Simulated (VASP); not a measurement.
# GaP2 (P4/mmm) in VASP: notebook

GaP2 is run at these levels: PBE; tasks: single point.

Program: VASP 6.6.1. These are calculated values, not measurements. Logs are shortened: lines on timing, memory, paths and dates and some standing lists are left out, and cuts for length are marked.

**1. The cell of the first run**

It takes space group P4/mmm (No. 123, tetragonal). Conventional cell: a = 3.001 Å, b = 3.001 Å, c = 5.717 Å, α = 90.00°, β = 90.00°, γ = 90.00°. Ga (site symmetry 4/mmm) has 8 P at 2.63 Å and 4 Ga at 3.00 Å within 3.5 Å. Within 3.4 Å of P (site symmetry 4mm) lie 6 P at 2.61 to 3.10 Å and 4 Ga at 2.63 Å.

**2. Single point, PBE**

INCAR reads:

```
ALGO     = Normal         # electronic algorithm
EDIFF    = 1E-6           # SCF threshold, eV
ENCUT    = 520            # plane-wave cutoff, eV
GGA      = PE             # functional
ISIF     = 2              # what is computed and relaxed
ISMEAR   = 0              # smearing method
LASPH    = True           # aspherical terms in the spheres
LCHARG   = False          # write CHGCAR
LREAL    = False          # projectors in reciprocal space
LWAVE    = False          # write WAVECAR
NBANDS   = 18             # bands
NELM     = 60             # most SCF steps
PREC     = Accurate       # precision mode
SIGMA    = 0.1            # smearing width, eV
```

KPOINTS reads:

```
k-points
0
Gamma
  6 6 4
```

POSCAR reads:

```
GaP2
1.0
    3.0009139600      0.0000000000      0.0000000000
    0.0000000000      3.0009139600      0.0000000000
    0.0000000000      0.0000000000      5.7174032800
Ga P
1 2
Direct
    0.0000000000      0.0000000000      0.0000000000
    0.5000000000      0.5000000000      0.7286017500
    0.5000000000      0.5000000000      0.2713982500
```

Potentials or basis: VASP PAW PBE potentials, release 64 (Ga_d, P).

Started as:

```console
> cat potpaw_PBE.64/Ga_d/POTCAR potpaw_PBE.64/P/POTCAR > POTCAR
> mpirun -np 1 vasp_std > vasp.out
```

OUTCAR:

```text
EDIFF = 1E-6
   ENCUT = 520
   GGA = PE
   ISIF = 2
   ISMEAR = 0
   LASPH = True
   LREAL = False
   NELM = 60
   PREC = Accurate

 ion  position               nearest neighbor table
   1  0.000  0.000  0.000-   2 2.63   3 2.63   2 2.63   3 2.63   2 2.63   3 2.63   2 2.63   3 2.63

   2  0.500  0.500  0.729-   3 2.61   1 2.63   1 2.63   1 2.63   1 2.63
   3  0.500  0.500  0.271-   2 2.61   1 2.63   1 2.63   1 2.63   1 2.63

  LATTYP: Found a simple tetragonal cell.
 ALAT       =     3.0009139600
 C/A-ratio  =     1.9052206615

  Lattice vectors:

 A1 = (   3.0009139600,   0.0000000000,   0.0000000000)
 A2 = (   0.0000000000,   3.0009139600,   0.0000000000)
 A3 = (   0.0000000000,   0.0000000000,   5.7174032800)

Analysis of symmetry for initial positions (statically):
=====================================================================
 Subroutine PRICEL returns:
 Original cell was already a primitive cell.

 Routine SETGRP: Setting up the symmetry group for a
 simple tetragonal supercell.

 Subroutine GETGRP returns: Found 16 space group operations
 (whereof 16 operations were pure point group operations)
 out of a pool of 16 trial point group operations.

The static configuration has the point symmetry D_4h.

Analysis of symmetry for dynamics (positions and initial velocities):
=====================================================================
 Subroutine PRICEL returns:
 Original cell was already a primitive cell.

 Routine SETGRP: Setting up the symmetry group for a
 simple tetragonal supercell.

 Subroutine GETGRP returns: Found 16 space group operations
 (whereof 16 operations were pure point group operations)
 out of a pool of 16 trial point group operations.

The dynamic configuration has the point symmetry D_4h.

 Subroutine INISYM returns: Found 16 space group operations
 (whereof 16 operations are pure point group operations),
 and found     1 'primitive' translations

----------------------------------------------------------------------------------------

                                     Primitive cell

  volume of cell :      51.4880

  direct lattice vectors                    reciprocal lattice vectors
     3.000913960  0.000000000  0.000000000     0.333231813  0.000000000  0.000000000
     0.000000000  3.000913960  0.000000000     0.000000000  0.333231813  0.000000000
     0.000000000  0.000000000  5.717403280     0.000000000  0.000000000  0.174904577

  length of vectors
     3.000913960  3.000913960  5.717403280     0.333231813  0.333231813  0.174904577

  position of ions in fractional coordinates (direct lattice)
     0.000000000  0.000000000  0.000000000
     0.500000000  0.500000000  0.728601750
     0.500000000  0.500000000  0.271398250

  ion indices of the primitive-cell ions
   primitive index   ion index
                 1           1
                 2           2
                 3           3

----------------------------------------------------------------------------------------

 KPOINTS: k-points

Automatic generation of k-mesh.
 Grid dimensions read from file:
 generate k-points for:    6    6    4

 Generating k-lattice:

  Cartesian coordinates                     Fractional coordinates (reciprocal lattice)
     0.055538636  0.000000000  0.000000000     0.166666667  0.000000000  0.000000000
     0.000000000  0.055538636  0.000000000     0.000000000  0.166666667  0.000000000
     0.000000000  0.000000000  0.043726144     0.000000000  0.000000000  0.250000000

  Length of vectors
     0.055538636  0.055538636  0.043726144

  Shift w.r.t. Gamma in fractional coordinates (k-lattice)
     0.000000000  0.000000000  0.000000000

 Subroutine IBZKPT returns following result:
 ===========================================

 Found     30 irreducible k-points:

 Following reciprocal coordinates:
            Coordinates               Weight
  0.000000  0.000000  0.000000      1.000000
  0.166667  0.000000  0.000000      4.000000
  0.333333  0.000000  0.000000      4.000000
  0.500000  0.000000  0.000000      2.000000
  0.166667  0.166667  0.000000      4.000000
  0.333333  0.166667  0.000000      8.000000
[... 16 lines left out ...]
  0.333333  0.000000  0.500000      4.000000
  0.500000  0.000000  0.500000      2.000000
 [... further k-points ...]
   k-points           NKPTS =     30   k-points in BZ     NKDIM =     30   number of bands    NBANDS=     18
   number of dos      NEDOS =    301   number of ions     NIONS =      3
   total plane-waves  NPLWV =  27648
   dimension x,y,z NGX =    24 NGY =   24 NGZ =   48
   dimension x,y,z NGXF=    48 NGYF=   48 NGZF=   96
   ions per type =               1   2
   NGX,Y,Z   is equivalent  to a cutoff of  13.30, 13.30, 13.96 a.u.
   NGXF,Y,Z  is equivalent  to a cutoff of  26.59, 26.59, 27.91 a.u.
 SYSTEM =  unknown system
   PREC   = accura    normal or accurate (medium, high low for compatibility)
   ISTART =      0    job   : 0-new  1-cont  2-samecut
   ICHARG =      2    charge: 1-file 2-atom 10-const
   ISPIN  =      1    spin polarized calculation?
   LNONCOLLINEAR =      F non collinear calculations
   LSORBIT =      F    spin-orbit coupling
   LASPH  =      T    aspherical Exc in radial PAW
   ENCUT  =  520.0 eV  38.22 Ry    6.18 a.u.   5.58  5.58 10.63*2*pi/ulx,y,z
   NELM   =     60;   NELMIN=  2; NELMDL= -5     # of ELM steps
   EDIFF  = 0.1E-05   stopping-criterion for ELM
   LREAL  =      F    real-space projection
   EDIFFG = 0.1E-04   stopping-criterion for IOM
   NSW    =      0    number of steps for IOM
   IBRION =     -1    ionic relax: 0-MD 1-quasi-New 2-CG
   NFREE  =      0    steps in history (QN), initial steepest desc. (CG)
   ISIF   =      2    stress and relaxation
   ISYM   =      2    0-nonsym 1-usesym 2-fastsym
   POTIM  = 0.5000    time-step for ionic-motion
   TEBEG  =    0.0;   TEEND  =   0.0 temperature during run
   PSTRESS=    0.0 pullay stress
   NELECT =      23.0000    total number of electrons
   NUPDOWN=      -1.0000    fix difference up-down
   EMIN   =  10.00;   EMAX   =-10.00  energy-range for DOS
   EFERMI =   0.00;   METHOD = LEGACY
   ISMEAR =     0;   SIGMA  =   0.10  broadening in eV -4-tet -1-fermi 0-gaus
   EFERMI_NEDOS =   21; number of points for ismear=-14 and -15
   IALGO  =     38    algorithm
   IMIX   =      4    mixing-type and parameters
     AMIX     =   0.40;   BMIX     =  1.00
     AMIX_MAG =   1.60;   BMIX_MAG =  1.00
  volume/ion in A,a.u.               =      17.16       115.82
  Fermi-wavevector in a.u.,A,eV,Ry     =   1.251456  2.364908 21.308646  1.566141
  Thomas-Fermi vector in A             =   2.385402
   LORBIT       =      0    0 simple, 1 ext, 2 COOP (PROOUT), +10 PAW based schemes
   GGA     = PE    functional components
   LHFCALC =     F    Hartree Fock is set to
   AEXX    =    0.0000 exact exchange contribution
   IVDW    =     0    specifies the selected vdW correction
   LEPSILON=     F    determine dielectric tensor
   LRPA    =     F    only Hartree local field effects (RPA)
 non-spin polarized calculation
 Gauss-broadening in eV      SIGMA  =   0.10
  energy-cutoff  :      520.00
  volume of cell :       51.49
 maximum number of plane-waves:      1398
 NGX is ok and might be reduce to    24
   NGX = 11   NGY = 11   NGZ = 21

 number of electron      23.0000002 magnetization

 Free energy of the ion-electron system (eV)
  ---------------------------------------------------
  ext. energy  EPLUGINS =         0.00000000
  ---------------------------------------------------
  free energy    TOTEN  =       -11.94100599 eV

  energy without entropy =      -11.92886904  energy(sigma->0) =      -11.93493751

 E-fermi :   7.1681     XC(G=0): -10.7992

 val. band max:        7.1663131436   @ k =   0.1667   0.1667   0.0000
 cond. band min:       7.2213993580   @ k =   0.5000   0.1667   0.2500
 fundamental gap:      0.0550862145
 Fermi energy:         7.1681044205

 k-point     1 :       0.0000    0.0000    0.0000
  band No.  band energies     occupation
      1      -8.1238      2.00000
      2      -8.0276      2.00000
      3      -7.9093      2.00000
      4      -7.9093      2.00000
      5      -7.8765      2.00000
      6      -7.2681      2.00000
[... 10 lines left out ...]
     17      14.1835      0.00000
     18      14.5382      0.00000

 k-point     2 :       0.1667    0.0000    0.0000
  band No.  band energies     occupation
      1      -8.0944      2.00000
      2      -7.9818      2.00000
      3      -7.9696      2.00000
      4      -7.9047      2.00000
      5      -7.9008      2.00000
      6      -6.8748      2.00000
[... 10 lines left out ...]
     17      14.6865      0.00000
     18      14.7915      0.00000

 k-point     3 :       0.3333    0.0000    0.0000
  band No.  band energies     occupation
      1      -8.0755      2.00000
      2      -8.0578      2.00000
      3      -7.9485      2.00000
      4      -7.8955      2.00000
      5      -7.8929      2.00000
      6      -5.7377      2.00000
[... 10 lines left out ...]
     17      14.7431      0.00000
     18      15.4167      0.00000

 k-point     4 :       0.5000    0.0000    0.0000
  band No.  band energies     occupation
      1      -8.1228      2.00000
      2      -8.0443      2.00000
      3      -7.9721      2.00000
      4      -7.8909      2.00000
      5      -7.8490      2.00000
      6      -4.6939      2.00000
[... 375 lines left out ...]
      4      -7.9048      2.00000
      5      -7.9007      2.00000
      6      -6.2674      2.00000
[... 10 lines left out ...]
     17      15.4040      0.00000
     18      16.2846      0.00000

 k-point    23 :       0.3333    0.0000    0.5000
  band No.  band energies     occupation
      1      -8.0904      2.00000
      2      -8.0577      2.00000
      3      -7.9485      2.00000
      4      -7.8956      2.00000
      5      -7.8914      2.00000
      6      -5.0609      2.00000
[... 10 lines left out ...]
     17      14.8251      0.00000
     18      15.3381      0.00000

 k-point    24 :       0.5000    0.0000    0.5000
  band No.  band energies     occupation
      1      -8.1379      2.00000
      2      -8.0442      2.00000
      3      -7.9721      2.00000
      4      -7.8910      2.00000
      5      -7.8474      2.00000
      6      -3.8348      2.00000
[... 10 lines left out ...]
     17      14.1678      0.00000
     18      16.0020      0.00000

 [... further k-points ...]
[... 5 lines left out ...]
  --------------------------------------------------------------------------------------
  -------------------------------------------------------------------------------------
  Total        2.8241819      2.8241819     -1.4187345      0.0000000      0.0000000      0.0000000
  in kB       87.8814727     87.8814727    -44.1474674      0.0000000      0.0000000      0.0000000
  external PRESSURE =      43.8718260 kB  Pullay stress =       0.0000000 kB

 VOLUME and BASIS-vectors are now :
 -----------------------------------------------------------------------------
  energy-cutoff  :      520.00
  volume of cell :       51.49
      direct lattice vectors                 reciprocal lattice vectors
     3.000913960  0.000000000  0.000000000     0.333231813  0.000000000  0.000000000
     0.000000000  3.000913960  0.000000000     0.000000000  0.333231813  0.000000000
     0.000000000  0.000000000  5.717403280     0.000000000  0.000000000  0.174904577

 POSITION                                       TOTAL-FORCE (eV/Angst)
 -----------------------------------------------------------------------------------
      0.00000      0.00000      0.00000         0.000000     -0.000000      0.000000
      1.50046      1.50046      4.16571         0.000000     -0.000000     -0.631952
      1.50046      1.50046      1.55169         0.000000      0.000000      0.631952
 -----------------------------------------------------------------------------------
    total drift:                                0.000000     -0.000000     -0.000000

  FREE ENERGIE OF THE ION-ELECTRON SYSTEM (eV)
  ---------------------------------------------------
  free  energy   TOTEN  =       -11.9410059857 eV

  energy  without entropy=      -11.9288690396  energy(sigma->0) =      -11.93493751
```

Wall time 14 s (1 thread of Intel Xeon Platinum 8488C (Sapphire Rapids), shared host); peak memory 0.17 GiB.

Results:

| Item | Value |
| --- | --- |
| Free energy | -11.9410 eV |
| Pressure | 4.4 GPa |
| Largest force | 0.632 eV/Å |

Forces in eV/Å, atoms in the order of the input:
```
Ga   0.000  0.000  0.000
P    0.000  0.000 -0.632
P    0.000  0.000  0.632
```

Stress tensor (GPa, compression positive):
```
 8.79  0.00  0.00
 0.00  8.79  0.00
 0.00  0.00 -4.41
```

**3. Single point, PBE**

This run uses another cell than the first one, of 19.17 Å³/atom, 1.117 times its volume.

INCAR reads:

```
PREC = Accurate ; ENCUT = 520
EDIFF = 1E-6 ; ISMEAR = 0
SIGMA = 0.1 ; LREAL = F
LASPH = T ; NELM = 60
ALGO = Normal ; ISIF = 2
LWAVE = F ; LCHARG = F
GGA = PE ; NBANDS = 18
```

KPOINTS reads:

```
Automatic mesh
0
Gamma
  6 6 4
```

POSCAR reads:

```
GaP2
1.0
    3.4012122009      0.0000000000      0.0000000000
    0.0000000000      3.4012122009      0.0000000000
    0.0000000000      0.0000000000      4.9717914425
Ga P
1 2
Direct
    0.0000000000      0.0000000000      0.0000000000
    0.5000000000      0.5000000000      0.7052664537
    0.5000000000      0.5000000000      0.2947335463
```

Potentials or basis: VASP PAW PBE potentials, release 64 (Ga_d, P).

Started as:

```console
> cat potpaw_PBE.64/Ga_d/POTCAR potpaw_PBE.64/P/POTCAR > POTCAR
> mpirun -np 1 vasp_std > vasp.out
```

OUTCAR:

```text
PREC = Accurate
   ENCUT = 520
   EDIFF = 1E-6
   ISMEAR = 0
   LREAL = F
   LASPH = T
   NELM = 60
   ISIF = 2
   GGA = PE

 ion  position               nearest neighbor table
   1  0.000  0.000  0.000-   2 2.82   3 2.82   2 2.82   3 2.82   2 2.82   3 2.82   2 2.82   3 2.82

   2  0.500  0.500  0.705-   3 2.04   1 2.82   1 2.82   1 2.82   1 2.82   3 2.93
   3  0.500  0.500  0.295-   2 2.04   1 2.82   1 2.82   1 2.82   1 2.82   2 2.93

  LATTYP: Found a simple tetragonal cell.
 ALAT       =     3.4012122009
 C/A-ratio  =     1.4617704362

  Lattice vectors:

 A1 = (   3.4012122009,   0.0000000000,   0.0000000000)
 A2 = (   0.0000000000,   3.4012122009,   0.0000000000)
 A3 = (   0.0000000000,   0.0000000000,   4.9717914425)

Analysis of symmetry for initial positions (statically):
=====================================================================
 Subroutine PRICEL returns:
 Original cell was already a primitive cell.

 Routine SETGRP: Setting up the symmetry group for a
 simple tetragonal supercell.

 Subroutine GETGRP returns: Found 16 space group operations
 (whereof 16 operations were pure point group operations)
 out of a pool of 16 trial point group operations.
[... 160 lines left out ...]
  ext. energy  EPLUGINS =         0.00000000
  ---------------------------------------------------
  free energy    TOTEN  =       -12.76240972 eV

  energy without entropy =      -12.75343862  energy(sigma->0) =      -12.75792417

 E-fermi :   5.5758     XC(G=0): -10.2423

 val. band max:        5.5746318914   @ k =   0.3333   0.3333   0.2500
 cond. band min:       5.5827664094   @ k =   0.3333   0.0000   0.0000
 fundamental gap:      0.0081345180
 Fermi energy:         5.5757619284

 k-point     1 :       0.0000    0.0000    0.0000
  band No.  band energies     occupation
      1      -9.2625      2.00000
      2      -9.2242      2.00000
      3      -9.1855      2.00000
      4      -9.1855      2.00000
      5      -9.1833      2.00000
      6      -7.9960      2.00000
[... 481 lines left out ...]
      5      -9.1540      2.00000
      6      -6.1576      2.00000
[... 10 lines left out ...]
     17      10.8583      0.00000
     18      12.5292      0.00000

 [... further k-points ...]
[... 5 lines left out ...]
  --------------------------------------------------------------------------------------
  -------------------------------------------------------------------------------------
  Total        0.0192836      0.0192836     -0.1074621      0.0000000      0.0000000      0.0000000
  in kB        0.5371791      0.5371791     -2.9935438      0.0000000      0.0000000      0.0000000
  external PRESSURE =      -0.6397285 kB  Pullay stress =       0.0000000 kB

 VOLUME and BASIS-vectors are now :
 -----------------------------------------------------------------------------
  energy-cutoff  :      520.00
  volume of cell :       57.51
      direct lattice vectors                 reciprocal lattice vectors
     3.401212201  0.000000000  0.000000000     0.294012823  0.000000000  0.000000000
     0.000000000  3.401212201  0.000000000     0.000000000  0.294012823  0.000000000
     0.000000000  0.000000000  4.971791442     0.000000000  0.000000000  0.201134744

 POSITION                                       TOTAL-FORCE (eV/Angst)
 -----------------------------------------------------------------------------------
      0.00000      0.00000      0.00000         0.000000      0.000000      0.000000
      1.70061      1.70061      3.50644        -0.000000     -0.000000     -0.056205
      1.70061      1.70061      1.46535         0.000000     -0.000000      0.056205
 -----------------------------------------------------------------------------------
    total drift:                               -0.000000      0.000000      0.000000

  FREE ENERGIE OF THE ION-ELECTRON SYSTEM (eV)
  ---------------------------------------------------
  free  energy   TOTEN  =       -12.7624097234 eV

  energy  without entropy=      -12.7534386185  energy(sigma->0) =      -12.75792417
```

stdout:

```text
POSCAR found type information on POSCAR GaP
 POSCAR found :  2 types and       3 ions
 scaLAPACK will be used
 LDA part: xc-table for (Slater+PW92), standard interpolation
 POSCAR, INCAR and KPOINTS ok, starting setup
 FFT: planning ... GRIDC
 FFT: planning ... GRID_SOFT
 FFT: planning ... GRID
 WAVECAR not read
 entering main loop
```

Wall time 21 s (1 thread of Intel Xeon Platinum 8488C (Sapphire Rapids), shared host); peak memory 0.19 GiB.

What came out:

- Free energy: -12.7624 eV
- Pressure: -0.1 GPa
- Largest force: 0.056 eV/Å

Forces in eV/Å, atoms in the order of the input:
```
Ga   0.000  0.000  0.000
P    0.000  0.000 -0.056
P    0.000  0.000  0.056
```

Levels at points of the mesh, in eV from the Fermi level:
```tsv
k point	band 9	band 10	band 11	band 12	band 13	band 14
(0.00, 0.00, 0.00)	-1.47	-1.47	0.38	2.69	2.69	4.43
(0.50, 0.00, 0.00)	-5.75	-2.37	-0.72	-0.34	3.25	4.31
(0.50, 0.50, 0.00)	-5.12	-4.28	-3.87	-0.35	-0.35	1.82
(0.00, 0.00, 0.50)	-1.10	-0.43	-0.43	0.20	0.20	2.55
(0.50, 0.00, 0.50)	-5.05	-1.21	0.13	1.95	2.16	3.88
(0.50, 0.50, 0.50)	-3.81	-3.60	-3.54	-3.54	-0.54	0.80
```
